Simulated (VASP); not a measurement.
# Si (I4/mmm) in VASP: further runs, part 2 of 2

VASP 6.6.1.

**3. Single point, r2SCAN**

This run uses another cell than the first one, of the same volume but with other edges.

Contents of POSCAR:

```
Si
1.0
   -3.1293628889      3.1293628889      2.1708410010
    3.1293628889     -3.1293628889      2.1708410010
    3.1293628889      3.1293628889     -2.1708410010
Si
4
Direct
    0.1788010600      0.1788010600      0.3576021200
    0.8211989400      0.8211989400      0.6423978800
    0.1788010600      0.8211989400      0.0000000000
    0.8211989400      0.1788010600      0.0000000000
```

Contents of INCAR.step1:

```
ALGO = Normal ; EDIFF = 1E-4
ENCUT = 520 ; GGA = PE
ISMEAR = 0 ; LASPH = True
LCHARG = False ; LREAL = False
LWAVE = True ; NBANDS = 16
NELM = 100 ; PREC = Accurate
SIGMA = 0.03
```

Contents of INCAR.step2:

```
ALGO = Normal ; EDIFF = 1E-6
ENCUT = 520 ; ISIF = 2
ISMEAR = 0 ; ISTART = 1
LASPH = True ; LCHARG = False
LMIXTAU = True ; LREAL = False
LWAVE = False ; METAGGA = R2SCAN
NBANDS = 16 ; NELM = 100
PREC = Accurate ; SIGMA = 0.03
```

Contents of KPOINTS:

```
k-points
0
Gamma
  12 12 12
```

Potentials or basis: VASP PAW PBE potentials, release 64 (Si).

Launch:

```
cat potpaw_PBE.64/Si/POTCAR > POTCAR
cp INCAR.step1 INCAR
mpirun -np 1 vasp_std > vasp.out
cp INCAR.step2 INCAR
mpirun -np 1 vasp_std > vasp.out
```

OUTCAR:

```text
EDIFF = 1E-6
   ENCUT = 520
   ISIF = 2
   ISMEAR = 0
   ISTART = 1
   LASPH = True
   LREAL = False
   METAGGA = R2SCAN
   NELM = 100
   PREC = Accurate

 ion  position               nearest neighbor table
   1  0.179  0.179  0.358-   3 2.24   4 2.24   2 2.51   2 2.51
   2  0.821  0.821  0.642-   3 2.24   4 2.24   1 2.51   1 2.51
   3  0.179  0.821  0.000-   1 2.24   2 2.24   4 2.51   4 2.51
   4  0.821  0.179  0.000-   1 2.24   2 2.24   3 2.51   3 2.51

  LATTYP: Found a body centered tetragonal cell.
 ALAT       =     6.2587257778
 C/A-ratio  =     0.6937006279

  Lattice vectors:

 A1 = (  -3.1293628889,   3.1293628889,   2.1708410010)
 A2 = (   3.1293628889,  -3.1293628889,   2.1708410010)
 A3 = (   3.1293628889,   3.1293628889,  -2.1708410010)

Analysis of symmetry for initial positions (statically):
=====================================================================
 Subroutine PRICEL returns:
 Original cell was already a primitive cell.

 Routine SETGRP: Setting up the symmetry group for a
 body centered tetragonal supercell.

 Subroutine GETGRP returns: Found 16 space group operations
 (whereof 16 operations were pure point group operations)
 out of a pool of 16 trial point group operations.

The static configuration has the point symmetry D_4h.

Analysis of symmetry for dynamics (positions and initial velocities):
=====================================================================
 Subroutine PRICEL returns:
 Original cell was already a primitive cell.

 Routine SETGRP: Setting up the symmetry group for a
 body centered tetragonal supercell.

 Subroutine GETGRP returns: Found 16 space group operations
 (whereof 16 operations were pure point group operations)
 out of a pool of 16 trial point group operations.

The dynamic configuration has the point symmetry D_4h.

 Subroutine INISYM returns: Found 16 space group operations
 (whereof 16 operations are pure point group operations),
 and found     1 'primitive' translations
[... 121 lines left out ...]
  Fermi-wavevector in a.u.,A,eV,Ry     =   0.938098  1.772748 11.973506  0.880028
  Thomas-Fermi vector in A             =   2.065276
   LORBIT       =      0    0 simple, 1 ext, 2 COOP (PROOUT), +10 PAW based schemes
   METAGGA = R2SCAN    functional components
   LHFCALC =     F    Hartree Fock is set to
   AEXX    =    0.0000 exact exchange contribution
   IVDW    =     0    specifies the selected vdW correction
   LEPSILON=     F    determine dielectric tensor
   LRPA    =     F    only Hartree local field effects (RPA)
 non-spin polarized calculation
 Gauss-broadening in eV      SIGMA  =   0.03
  energy-cutoff  :      520.00
  volume of cell :       85.04
 maximum number of plane-waves:      2310
 NGX is ok and might be reduce to    40

 number of electron      16.0000000 magnetization

 Free energy of the ion-electron system (eV)
  ---------------------------------------------------
  ext. energy  EPLUGINS =         0.00000000
  ---------------------------------------------------
  free energy    TOTEN  =       -33.59247142 eV

  energy without entropy =      -33.59205908  energy(sigma->0) =      -33.59226525

 E-fermi :   5.1608     XC(G=0):  -9.5561

 val. band max:        5.1520833620   @ k =   0.5000   0.5000   0.4167
 cond. band min:       5.1703387024   @ k =  -0.3333   0.5000   0.3333
 fundamental gap:      0.0182553404
 Fermi energy:         5.1607810051

 k-point     1 :       0.0000    0.0000    0.0000
  band No.  band energies     occupation
      1      -7.4345      2.00000
      2      -1.3212      2.00000
      3      -0.5354      2.00000
      4      -0.5354      2.00000
      5       1.1733      2.00000
      6       3.2513      2.00000
[... 433 lines left out ...]
      3      -1.9097      2.00000
      4       0.2938      2.00000
      5       1.3297      2.00000
      6       2.5729      2.00000
[... 8 lines left out ...]
     15      11.9224      0.00000
     16      12.1687      0.00000

 [... further k-points ...]

------------------------ aborting loop because EDIFF is reached ----------------------------------------

  FORCE on cell =-STRESS in cart. coord.  units (eV):
  Direction    XX          YY          ZZ          XY          YZ          ZX
  --------------------------------------------------------------------------------------
  -------------------------------------------------------------------------------------
  Total        6.5672039      6.5672039     -9.5313370      0.0000000      0.0000000      0.0000000
  in kB      123.7346183    123.7346183   -179.5827190      0.0000000      0.0000000      0.0000000
  external PRESSURE =      22.6288392 kB  Pullay stress =       0.0000000 kB

 VOLUME and BASIS-vectors are now :
 -----------------------------------------------------------------------------
  energy-cutoff  :      520.00
  volume of cell :       85.04
      direct lattice vectors                 reciprocal lattice vectors
    -3.129362889  3.129362889  2.170841001     0.000000000  0.159776932  0.230325482
     3.129362889 -3.129362889  2.170841001     0.159776932  0.000000000  0.230325482
     3.129362889  3.129362889 -2.170841001     0.159776932  0.159776932  0.000000000

 POSITION                                       TOTAL-FORCE (eV/Angst)
 -----------------------------------------------------------------------------------
      1.11907      1.11907     -0.00000         1.690052      1.690052      0.000000
      2.01030      2.01030      2.17084        -1.690052     -1.690052     -0.000000
      2.01030     -2.01030      2.17084        -1.690052      1.690052      0.000000
     -2.01030      2.01030      2.17084         1.690052     -1.690052     -0.000000
 -----------------------------------------------------------------------------------
    total drift:                               -0.000000     -0.000000      0.000000

  FREE ENERGIE OF THE ION-ELECTRON SYSTEM (eV)
  ---------------------------------------------------
  free  energy   TOTEN  =       -33.5924714210 eV

  energy  without entropy=      -33.5920590776  energy(sigma->0) =      -33.59226525
```

OSZICAR.step1:

```text
N       E                     dE             d eps       ncg     rms          rms(c)
DAV:   1     0.252464161505E+02    0.25246E+02   -0.58540E+03  5216   0.812E+02
DAV:   2    -0.191506832030E+02   -0.44397E+02   -0.39887E+02  7088   0.115E+02
DAV:   3    -0.209405933328E+02   -0.17899E+01   -0.17710E+01  7016   0.221E+01
DAV:   4    -0.209631831814E+02   -0.22590E-01   -0.22583E-01  6576   0.320E+00
DAV:   5    -0.209636348859E+02   -0.45170E-03   -0.45169E-03  7128   0.430E-01    0.710E+00
DAV:   6    -0.204362227290E+02    0.52741E+00   -0.43441E-01  6480   0.361E+00    0.415E+00
DAV:   7    -0.203165682620E+02    0.11965E+00   -0.41503E-01  6984   0.321E+00    0.959E-01
DAV:   8    -0.203161727319E+02    0.39553E-03   -0.71639E-02  6128   0.155E+00    0.371E-01
DAV:   9    -0.203163924760E+02   -0.21974E-03   -0.48131E-03  6240   0.427E-01    0.153E-01
DAV:  10    -0.203165837364E+02   -0.19126E-03   -0.77364E-04  6752   0.155E-01    0.673E-02
DAV:  11    -0.203167086144E+02   -0.12488E-03   -0.24545E-04  6384   0.865E-02    0.262E-02
DAV:  12    -0.203166891771E+02    0.19437E-04   -0.51171E-05  3136   0.422E-02
   1 F= -.20316689E+02 E0= -.20316526E+02  d E =-.326241E-03
```

It took 7.7 min on 1 thread of AMD EPYC 9R45 (Zen 5), shared host; peak memory 0.32 GiB.

Results:

| Item | Value |
| --- | --- |
| Free energy | -33.5925 eV |
| Pressure | 2.3 GPa |
| Largest force | 2.390 eV/Å |
| Band gap on the k mesh | zero (bands 8 and 9 overlap by 0.53 eV) |

Forces in eV/Å, atoms in the order of the input:
```
Si   1.690  1.690  0.000
Si  -1.690 -1.690  0.000
Si  -1.690  1.690  0.000
Si   1.690 -1.690  0.000
```

Caveat: the stress differs along the axes, from -18 to 12 GPa; semilocal functionals underestimate gaps, and a narrow one can read as zero; the PAW data sets were made with another functional, which shifts forces and pressure a little.

**4. Single point, r2SCAN**

Contents of POSCAR:

```
Si
1.0
   -3.4191676897      3.4191676897      1.8184403928
    3.4191676897     -3.4191676897      1.8184403928
    3.4191676897      3.4191676897     -1.8184403928
Si
4
Direct
    0.1788010600      0.1788010600      0.3576021200
    0.8211989400      0.8211989400      0.6423978800
    0.1788010600      0.8211989400      0.0000000000
    0.8211989400      0.1788010600      0.0000000000
```

Contents of INCAR.step1:

```
PREC = Accurate ; ENCUT = 520
ISMEAR = 0 ; SIGMA = 0.03
LREAL = F ; LASPH = T
NELM = 60 ; NBANDS = 16
GGA = PE ; ALGO = Normal
EDIFF = 1E-4 ; LWAVE = T
LCHARG = F
```

Contents of INCAR.step2:

```
PREC = Accurate ; ENCUT = 520
EDIFF = 1E-7 ; ISMEAR = 0
SIGMA = 0.03 ; LREAL = F
LASPH = T ; NELM = 60
ALGO = Normal ; ISIF = 2
LWAVE = F ; LCHARG = F
METAGGA = R2SCAN ; LMIXTAU = T
NBANDS = 16 ; ISTART = 1
```

Contents of KPOINTS:

```
regular mesh
0
Gamma
  12 12 12
```

Launch:

```
cat potpaw_PBE.64/Si/POTCAR > POTCAR
cp INCAR.step1 INCAR
mpirun -np 1 vasp_std > vasp.out
cp INCAR.step2 INCAR
mpirun -np 1 vasp_std > vasp.out
```

Wall time 10 min (1 thread of AMD EPYC 9R45 (Zen 5), shared host); peak memory 0.32 GiB.

The run converged. Its results:

```yaml
Free_energy: -34.3978 eV
Pressure: 0.8 GPa
Largest_force: 0.873 eV/Å
Band_gap_on_the_k_mesh: 0.22 eV (least direct gap 1.52 eV)
```

Forces in eV/Å, atoms in the order of the input:
```
Si  -0.618 -0.618  0.000
Si   0.618  0.618  0.000
Si   0.618 -0.618  0.000
Si  -0.618  0.618  0.000
```

Stress tensor (GPa, compression positive):
```
-4.51  0.00  0.00
 0.00 -4.51  0.00
 0.00  0.00 11.43
```

Levels at points of the mesh, in eV from the valence-band top:
```tsv
k point	band 6	band 7	band 8	band 9	band 10	band 11
(0.00, 0.00, 0.00)	-1.12	-1.12	-0.49	1.29	1.29	2.36
(0.50, 0.00, 0.00)	-3.61	-2.37	-1.78	0.92	2.30	3.07
(0.50, 0.50, 0.00)	-2.35	-1.53	-1.22	1.98	2.65	2.84
(0.50, 0.50, 0.50)	-0.20	-0.20	0.00	1.52	2.90	3.03
```

Caveat: the stress differs along the axes, from -5 to 11 GPa; semilocal functionals underestimate gaps, and a narrow one can read as zero; the PAW data sets were made with another functional, which shifts forces and pressure a little. A k mesh can miss the band edges.

**5. The runs side by side**

```tsv
cell	gap on the mesh (eV)	pressure (GPa)	largest force (eV/Å)
a = 5.256 Å, angles 96.2, 96.2, 141.7°, 4 atoms	none	2.7	1.68
a = 4.929 Å, angles 101.2, 101.2, 127.7°, 4 atoms	none	2.3	2.39
a = 5.166 Å, angles 97.1, 97.1, 138.8°, 4 atoms	0.22	0.8	0.87
```

Alike in all rows: task single point; level r2SCAN; potentials or basis VASP PAW PBE potentials, release 64 (Si); no spin polarisation; k mesh 12 × 12 × 12; cutoff (eV) 520; smearing gaussian 0.03 eV.

Caveats: semilocal functionals underestimate gaps, and a narrow one can read as zero; the PAW data sets were made with another functional, which shifts forces and pressure a little; the stress differs along the axes, from -8 to 23 GPa (at least some runs); the stress differs along the axes, from -18 to 12 GPa (at least some runs); the stress differs along the axes, from -5 to 11 GPa (at least some runs).

Absolute energies hang on the potentials; compare differences alone.

The gap in the log of VASP goes by the Fermi energy; the results here count the filled bands.